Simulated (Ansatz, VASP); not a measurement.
**Bi: VASP beside Ansatz**

```
Bi
1.0
    -1.78275    1.97514    2.01371
     1.78275   -1.97514    2.01371
     1.78275    1.97514   -2.01371
Bi
1
Cartesian
  0.0000 0.0000 0.0000
```

Change from the starting cell: strain +e along x and -e along y -0.0500, strain +e along z and -e/2 along x and y +0.0467.

Alike in both runs: task single point; functional PBEsol; dispersion D3(BJ); k mesh 16 × 16 × 16; occupations gaussian, width 0.15 eV; no spin polarisation.

|  | VASP | Ansatz |
| --- | --- | --- |
| version | VASP 6.6.1 | Ansatz 0.2.0 |
| potentials or method | VASP PAW PBE potentials, release 64 (Bi_d), cutoff 520 eV | scalar-relativistic, plane waves, PAW |
| valence electrons in the cell | 15 | 15 |

VASP gave:

```
gap on the k mesh at the Fermi level (eV)                     : none
pressure (GPa)                                                : 0.7
traceless stress, the component that is largest in VASP (GPa) : 0.50
```

Problem. Estimate Ansatz's values.

Solution. gap on the k mesh at the Fermi level (eV): none; pressure (GPa): 0.7; traceless stress, the component that is largest in VASP (GPa): 0.51.

VASP's potentials were made for PBE, not for PBEsol. A gap of «none» marks a metal or a gap that the smearing closes.

Spin-orbit coupling is off throughout.
